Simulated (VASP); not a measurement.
# Al2O3 (R-3c) in VASP: settings compared

Aim: see how the results for Al2O3 move with the level of theory and the settings. Levels: b88 exchange, pbe correlation. Tasks: single point.

All numbers are computed with VASP 6.6.1; they aren't measurements. Logs are shortened: lines on timing, memory, paths and dates and some standing lists are left out, and cuts for length are marked.

## Step 1: The cell of the first run

It takes space group R-3c (No. 167, trigonal). The conventional cell has a = 4.729 Å, b = 4.729 Å, c = 12.908 Å, α = 90.00°, β = 90.00°, γ = 120.00°. Al (site symmetry 3) has 6 O at 1.84 to 1.96 Å within 2.4 Å. O (site symmetry 2) has 4 Al at 1.84 to 1.96 Å within 2.4 Å.

## Step 2: Single point, b88 exchange, pbe correlation

INCAR

```
PREC = Accurate ; ENCUT = 600
EDIFF = 1E-6 ; ISMEAR = -1
SIGMA = 0.05 ; LREAL = False
LASPH = True ; NELM = 120
ALGO = Normal ; ISIF = 2
LWAVE = False ; LCHARG = True
GGA = LIBXC ; LIBXC1 = GGA_X_B88
LIBXC2 = GGA_C_PBE ; LELF = True
LVHAR = True ; NBANDS = 35
GGA_COMPAT = False
```

KPOINTS

```
regular mesh
0
Gamma
  7 7 7
```

POSCAR

```
Al2O3
1.0
    2.3642746864      1.3650146266      4.3027928600
   -2.3642746864      1.3650146266      4.3027928600
    0.0000000000     -2.7300292533      4.3027928600
Al O
4 6
Direct
    0.8521600000      0.8521600000      0.8521600000
    0.6478400000      0.6478400000      0.6478400000
    0.1478400000      0.1478400000      0.1478400000
    0.3521600000      0.3521600000      0.3521600000
    0.0566800000      0.7500000000      0.4433200000
    0.7500000000      0.4433200000      0.0566800000
    0.4433200000      0.0566800000      0.7500000000
    0.9433200000      0.2500000000      0.5566800000
    0.2500000000      0.5566800000      0.9433200000
    0.5566800000      0.9433200000      0.2500000000
```

Potentials or basis: VASP PAW PBE potentials, release 64 (Al, O).

Run with:

```sh
$ cat potpaw_PBE.64/Al/POTCAR potpaw_PBE.64/O/POTCAR > POTCAR
$ mpirun -np 1 vasp_std > vasp.out
```

OUTCAR:

```text
PREC = Accurate
   ENCUT = 600
   EDIFF = 1E-6
   ISMEAR = -1
   LREAL = False
   LASPH = True
   NELM = 120
   ISIF = 2
   GGA = LIBXC

 ion  position               nearest neighbor table
   1  0.852  0.852  0.852-   8 1.84   9 1.84  10 1.84   6 1.96   7 1.96   5 1.96   2 2.64   3 2.77
                             3 2.77   3 2.77   2 3.20   2 3.20   2 3.20
   2  0.648  0.648  0.648-   9 1.84   8 1.84  10 1.84   5 1.96   7 1.96   6 1.96   1 2.64   4 2.77
                             4 2.77   4 2.77   1 3.20   1 3.20   1 3.20
   3  0.148  0.148  0.148-   5 1.84   6 1.84   7 1.84   9 1.96  10 1.96   8 1.96   4 2.64   1 2.77
                             1 2.77   1 2.77   4 3.20   4 3.20   4 3.20
   4  0.352  0.352  0.352-   6 1.84   5 1.84   7 1.84   8 1.96  10 1.96   9 1.96   3 2.64   2 2.77
                             2 2.77   2 2.77   3 3.20   3 3.20   3 3.20
   5  0.057  0.750  0.443-   3 1.84   4 1.84   2 1.96   1 1.96
   6  0.750  0.443  0.057-   4 1.84   3 1.84   1 1.96   2 1.96
   7  0.443  0.057  0.750-   3 1.84   4 1.84   1 1.96   2 1.96
   8  0.943  0.250  0.557-   1 1.84   2 1.84   4 1.96   3 1.96
   9  0.250  0.557  0.943-   2 1.84   1 1.84   3 1.96   4 1.96
  10  0.557  0.943  0.250-   1 1.84   2 1.84   3 1.96   4 1.96

  LATTYP: Found a trigonal (rhomboedric) cell.
 ALAT       =     5.0957910200
 COS(alpha) =     0.5694707703

  Lattice vectors:

 A1 = (   2.3642746864,   1.3650146266,   4.3027928600)
 A2 = (  -2.3642746864,   1.3650146266,   4.3027928600)
 A3 = (   0.0000000000,  -2.7300292533,   4.3027928600)

Analysis of symmetry for initial positions (statically):
=====================================================================
 Subroutine PRICEL returns:
 Original cell was already a primitive cell.

 Routine SETGRP: Setting up the symmetry group for a
 trigonal (rhombohedral) supercell.

 Subroutine GETGRP returns: Found 12 space group operations
 (whereof  6 operations were pure point group operations)
 out of a pool of 12 trial point group operations.

The static configuration has the point symmetry S_6 .
 The point group associated with its full space group is D_3d.

Analysis of symmetry for dynamics (positions and initial velocities):
=====================================================================
 Subroutine PRICEL returns:
 Original cell was already a primitive cell.

 Routine SETGRP: Setting up the symmetry group for a
 trigonal (rhombohedral) supercell.

 Subroutine GETGRP returns: Found 12 space group operations
 (whereof  6 operations were pure point group operations)
 out of a pool of 12 trial point group operations.

The dynamic configuration has the point symmetry S_6 .
 The point group associated with its full space group is D_3d.

 Subroutine INISYM returns: Found 12 space group operations
 (whereof  6 operations are pure point group operations),
 and found     1 'primitive' translations

----------------------------------------------------------------------------------------

                                     Primitive cell

  volume of cell :      83.3176

  direct lattice vectors                    reciprocal lattice vectors
     2.364274686  1.365014627  4.302792860     0.211481349  0.122098814  0.077469064
    -2.364274686  1.365014627  4.302792860    -0.211481349  0.122098814  0.077469064
     0.000000000 -2.730029253  4.302792860     0.000000000 -0.244197628  0.077469064

  length of vectors
     5.095791020  5.095791020  5.095791020     0.256191212  0.256191212  0.256191212

  position of ions in fractional coordinates (direct lattice)
     0.852160000  0.852160000  0.852160000
     0.647840000  0.647840000  0.647840000
     0.147840000  0.147840000  0.147840000
     0.352160000  0.352160000  0.352160000
     0.056680000  0.750000000  0.443320000
     0.750000000  0.443320000  0.056680000
     0.443320000  0.056680000  0.750000000
     0.943320000  0.250000000  0.556680000
     0.250000000  0.556680000  0.943320000
     0.556680000  0.943320000  0.250000000

  ion indices of the primitive-cell ions
   primitive index   ion index
                 1           1
                 2           2
                 3           3
                 4           4
                 5           5
                 6           6
                 7           7
                 8           8
                 9           9
                10          10

----------------------------------------------------------------------------------------

 KPOINTS: regular mesh

Automatic generation of k-mesh.
 Grid dimensions read from file:
 generate k-points for:    7    7    7

 Generating k-lattice:

  Cartesian coordinates                     Fractional coordinates (reciprocal lattice)
     0.030211621  0.017442688  0.011067009     0.142857143 -0.000000000  0.000000000
    -0.030211621  0.017442688  0.011067009    -0.000000000  0.142857143  0.000000000
     0.000000000 -0.034885375  0.011067009     0.000000000  0.000000000  0.142857143

  Length of vectors
     0.036598745  0.036598745  0.036598745

  Shift w.r.t. Gamma in fractional coordinates (k-lattice)
     0.000000000  0.000000000  0.000000000

 Subroutine IBZKPT returns following result:
 ===========================================

 Found     44 irreducible k-points:

 Following reciprocal coordinates:
            Coordinates               Weight
  0.000000  0.000000  0.000000      1.000000
  0.142857 -0.000000  0.000000      6.000000
  0.285714  0.000000  0.000000      6.000000
  0.428571  0.000000  0.000000      6.000000
  0.142857  0.142857  0.000000      6.000000
  0.285714  0.142857  0.000000     12.000000
[... 16 lines left out ...]
  0.285714  0.285714  0.142857      6.000000
  0.428571  0.285714  0.142857     12.000000
 [... further k-points ...]
   k-points           NKPTS =     44   k-points in BZ     NKDIM =     44   number of bands    NBANDS=     35
   number of dos      NEDOS =    301   number of ions     NIONS =     10
   total plane-waves  NPLWV =  74088
   dimension x,y,z NGX =    42 NGY =   42 NGZ =   42
   dimension x,y,z NGXF=    84 NGYF=   84 NGZF=   84
   ions per type =               4   6
   NGX,Y,Z   is equivalent  to a cutoff of  13.70, 13.70, 13.70 a.u.
   NGXF,Y,Z  is equivalent  to a cutoff of  27.40, 27.40, 27.40 a.u.
 SYSTEM =  unknown system
   PREC   = accura    normal or accurate (medium, high low for compatibility)
   ISTART =      0    job   : 0-new  1-cont  2-samecut
   ICHARG =      2    charge: 1-file 2-atom 10-const
   ISPIN  =      1    spin polarized calculation?
   LNONCOLLINEAR =      F non collinear calculations
   LSORBIT =      F    spin-orbit coupling
   LASPH  =      T    aspherical Exc in radial PAW
   ENCUT  =  600.0 eV  44.10 Ry    6.64 a.u.  10.18 10.18 10.18*2*pi/ulx,y,z
   NELM   =    120;   NELMIN=  2; NELMDL= -5     # of ELM steps
   EDIFF  = 0.1E-05   stopping-criterion for ELM
   LREAL  =      F    real-space projection
   EDIFFG = 0.1E-04   stopping-criterion for IOM
   NSW    =      0    number of steps for IOM
   IBRION =     -1    ionic relax: 0-MD 1-quasi-New 2-CG
   NFREE  =      0    steps in history (QN), initial steepest desc. (CG)
   ISIF   =      2    stress and relaxation
   ISYM   =      2    0-nonsym 1-usesym 2-fastsym
   POTIM  = 0.5000    time-step for ionic-motion
   TEBEG  =    0.0;   TEEND  =   0.0 temperature during run
   PSTRESS=    0.0 pullay stress
   NELECT =      48.0000    total number of electrons
   NUPDOWN=      -1.0000    fix difference up-down
   EMIN   =  10.00;   EMAX   =-10.00  energy-range for DOS
   EFERMI =   0.00;   METHOD = LEGACY
   ISMEAR =    -1;   SIGMA  =   0.05  broadening in eV -4-tet -1-fermi 0-gaus
   EFERMI_NEDOS =   21; number of points for ismear=-14 and -15
   IALGO  =     38    algorithm
   IMIX   =      4    mixing-type and parameters
     AMIX     =   0.40;   BMIX     =  1.00
     AMIX_MAG =   1.60;   BMIX_MAG =  1.00
  volume/ion in A,a.u.               =       8.33        56.23
  Fermi-wavevector in a.u.,A,eV,Ry     =   1.362206  2.574197 25.247058  1.855606
  Thomas-Fermi vector in A             =   2.488716
   LORBIT       =      0    0 simple, 1 ext, 2 COOP (PROOUT), +10 PAW based schemes
   GGA     = LIBXC    functional components
   LHFCALC =     F    Hartree Fock is set to
   AEXX    =    0.0000 exact exchange contribution
   IVDW    =     0    specifies the selected vdW correction
   LEPSILON=     F    determine dielectric tensor
   LRPA    =     F    only Hartree local field effects (RPA)
 non-spin polarized calculation
  energy-cutoff  :      600.00
  volume of cell :       83.32
 maximum number of plane-waves:      2802
 NGX is ok and might be reduce to    42
   NGX = 21   NGY = 21   NGZ = 21

 number of electron      48.0000002 magnetization

 Free energy of the ion-electron system (eV)
  ---------------------------------------------------
  ext. energy  EPLUGINS =         0.00000000
  ---------------------------------------------------
  free energy    TOTEN  =       -73.65111549 eV

  energy without entropy =      -73.65111549  energy(sigma->0) =      -73.65111549

 E-fermi :   7.4421     XC(G=0): -11.8239

 val. band max:        6.3251871150   @ k =   0.0000   0.0000   0.0000
 cond. band min:      12.8367927570   @ k =   0.0000   0.0000   0.0000
 fundamental gap:      6.5116056420
 Fermi energy:         7.4421133019

 k-point     1 :       0.0000    0.0000    0.0000
  band No.  band energies     occupation
      1     -13.0668      2.00000
      2     -10.6591      2.00000
      3     -10.3693      2.00000
      4     -10.3693      2.00000
      5     -10.0480      2.00000
      6     -10.0480      2.00000
[... 27 lines left out ...]
     34      20.2243      0.00000
     35      21.1716      0.00000

 k-point     2 :       0.1429   -0.0000    0.0000
  band No.  band energies     occupation
      1     -12.9582      2.00000
      2     -10.7040      2.00000
      3     -10.4452      2.00000
      4     -10.3927      2.00000
      5     -10.1007      2.00000
      6     -10.0540      2.00000
[... 27 lines left out ...]
     34      19.6667      0.00000
     35      21.0240      0.00000

 k-point     3 :       0.2857    0.0000    0.0000
  band No.  band energies     occupation
      1     -12.6444      2.00000
      2     -11.0411      2.00000
      3     -10.4348      2.00000
      4     -10.4264      2.00000
      5     -10.2222      2.00000
      6     -10.0968      2.00000
[... 27 lines left out ...]
     34      19.9396      0.00000
     35      20.2468      0.00000

 k-point     4 :       0.4286    0.0000    0.0000
  band No.  band energies     occupation
      1     -12.1644      2.00000
      2     -11.5909      2.00000
      3     -10.4175      2.00000
      4     -10.3449      2.00000
      5     -10.3220      2.00000
      6     -10.1941      2.00000
[... 27 lines left out ...]
     34      19.5234      0.00000
     35      19.7295      0.00000

 k-point     5 :       0.1429    0.1429    0.0000
  band No.  band energies     occupation
      1     -12.9283      2.00000
      2     -10.7237      2.00000
      3     -10.4624      2.00000
      4     -10.3901      2.00000
      5     -10.1458      2.00000
      6     -10.0358      2.00000
[... 638 lines left out ...]
 k-point    22 :      -0.1429    0.1429    0.1429
  band No.  band energies     occupation
      1     -12.6748      2.00000
      2     -10.8803      2.00000
      3     -10.5537      2.00000
      4     -10.3913      2.00000
      5     -10.2727      2.00000
      6     -10.0939      2.00000
[... 27 lines left out ...]
     34      19.6638      0.00000
     35      20.5881      0.00000

 k-point    23 :       0.2857    0.2857    0.1429
  band No.  band energies     occupation
      1     -12.7221      2.00000
      2     -11.0373      2.00000
      3     -10.4935      2.00000
      4     -10.3049      2.00000
      5     -10.2709      2.00000
      6     -10.0163      2.00000
[... 27 lines left out ...]
     34      20.0521      0.00000
     35      20.6217      0.00000

 k-point    24 :       0.4286    0.2857    0.1429
  band No.  band energies     occupation
      1     -12.4398      2.00000
      2     -11.1432      2.00000
      3     -10.6967      2.00000
      4     -10.4696      2.00000
      5     -10.2702      2.00000
      6      -9.9898      2.00000
[... 27 lines left out ...]
     34      20.1213      0.00000
     35      20.3864      0.00000

 [... further k-points ...]
[... 5 lines left out ...]
  --------------------------------------------------------------------------------------
  -------------------------------------------------------------------------------------
  Total        6.5222240      6.5222240      5.9881387      0.0000000     -0.0000000      0.0000000
  in kB      125.4207414    125.4207414    115.1504139      0.0000000     -0.0000000      0.0000000
  external PRESSURE =     121.9972989 kB  Pullay stress =       0.0000000 kB

 VOLUME and BASIS-vectors are now :
 -----------------------------------------------------------------------------
  energy-cutoff  :      600.00
  volume of cell :       83.32
      direct lattice vectors                 reciprocal lattice vectors
     2.364274686  1.365014627  4.302792860     0.211481349  0.122098814  0.077469064
    -2.364274686  1.365014627  4.302792860    -0.211481349  0.122098814  0.077469064
     0.000000000 -2.730029253  4.302792860     0.000000000 -0.244197628  0.077469064

 POSITION                                       TOTAL-FORCE (eV/Angst)
 -----------------------------------------------------------------------------------
      0.00000     -0.00000     11.00000         0.000000      0.000000     -0.038420
      0.00000     -0.00000      8.36256         0.000000     -0.000000      0.038420
      0.00000     -0.00000      1.90837         0.000000     -0.000000      0.038420
      0.00000     -0.00000      4.54581         0.000000      0.000000     -0.038420
     -1.63920     -0.10915      5.37849        -0.007895     -0.013674     -0.000000
      0.72508      1.47416      5.37849        -0.007895      0.013674     -0.000000
      0.91412     -1.36501      5.37849         0.015790     -0.000000      0.000000
      1.63920      0.10915      7.52989         0.007895      0.013674     -0.000000
     -0.72508     -1.47416      7.52989         0.007895     -0.013674     -0.000000
     -0.91412      1.36501      7.52989        -0.015790     -0.000000     -0.000000
 -----------------------------------------------------------------------------------
    total drift:                               -0.000000      0.000000     -0.000000

  FREE ENERGIE OF THE ION-ELECTRON SYSTEM (eV)
  ---------------------------------------------------
  free  energy   TOTEN  =       -73.6511154941 eV

  energy  without entropy=      -73.6511154941  energy(sigma->0) =      -73.65111549
```

It took 3.8 min on 1 thread of Intel Xeon 6975P-C (Granite Rapids), shared host; peak memory 0.3 GiB.

What came out:

```
Free energy            : -73.6511 eV
Pressure               : 12.2 GPa
Largest force          : 0.038 eV/Å
Band gap on the k mesh : 6.51 eV
```

Forces in eV/Å, atoms in the order of the input:
```
Al   0.000  0.000 -0.038
Al   0.000  0.000  0.038
Al   0.000  0.000  0.038
Al   0.000  0.000 -0.038
O   -0.008 -0.014  0.000
O   -0.008  0.014  0.000
O    0.016  0.000  0.000
O    0.008  0.014  0.000
O    0.008 -0.014  0.000
O   -0.016  0.000  0.000
```

Levels at points of the mesh, in eV from the valence-band top:
| k point | band 21 | band 22 | band 23 | band 24 | band 25 | band 26 | band 27 | band 28 |
| --- | --- | --- | --- | --- | --- | --- | --- | --- |
| (0.00, 0.00, 0.00) | -0.52 | -0.05 | -0.05 | 0.00 | 6.51 | 9.33 | 11.06 | 11.73 |

Caveat: the cell stands under pressure; the PAW data sets were made with another functional, which shifts forces and pressure a little. A k mesh can miss the band edges.

(Continued in part 2 of 2.)
